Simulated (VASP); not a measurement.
**MgI2: single point with PBE+D3(BJ)**

MgI2, a slab with vacuum:

```xyz
6
Lattice="4.1311 0.0000 0.0000 -2.0656 3.5776 0.0000 0.0000 0.0000 24.2265" Properties=species:S:1:pos:R:3 pbc="T T T"
I     0.0000    2.3851    4.5000
I     2.0656    1.1925    7.8620
I     2.0656    1.1925   12.0186
I     4.1311    0.0000   15.3803
Mg    0.0000    0.0000    6.1814
Mg    2.0656   -1.1925   13.6990
```

```json
{
 "Program": "VASP 6.6.1",
 "Task": "single point",
 "Functional": "PBE",
 "Dispersion": "D3(BJ)",
 "Potentials or basis": "VASP PAW PBE potentials, release 64 (I, Mg)",
 "Cutoff": "520 eV",
 "k mesh": "9 × 9 × 1",
 "Occupations": "gaussian, width 0.05 eV",
 "Spin": "no spin polarisation",
 "Dipole correction": "yes",
 "Further INCAR settings": "ALGO = Normal; EDIFF = 1e-07; NBANDS = 25"
}
```

| Quantity | Value |
| --- | --- |
| Largest force | 0.013 eV/Å |
| Band gap on the k mesh | 3.60 eV, indirect (least direct gap 3.93 eV) |
| Dispersion energy per atom | -0.260 eV |

Forces in eV/Å, atoms in the order of the input:
```
I    0.000  0.000  0.011
I    0.000  0.000 -0.013
I    0.000  0.000  0.012
I    0.000  0.000 -0.011
Mg   0.000  0.000  0.000
Mg   0.000  0.000  0.000
```

Levels at points of the mesh, in eV from the valence-band top:
| k point | band 14 | band 15 | band 16 | band 17 | band 18 | band 19 |
| --- | --- | --- | --- | --- | --- | --- |
| (0.00, 0.00, 0.00) | -0.03 | 0.00 | 0.00 | 3.93 | 4.32 | 4.88 |

It took 2.1 min on 1 thread of Oxide Virtual Turin-like Processor, with other jobs on the host, peak memory 0.44 GiB.

Caveat: spin-orbit coupling is left out, which moves the levels of the heavy elements.
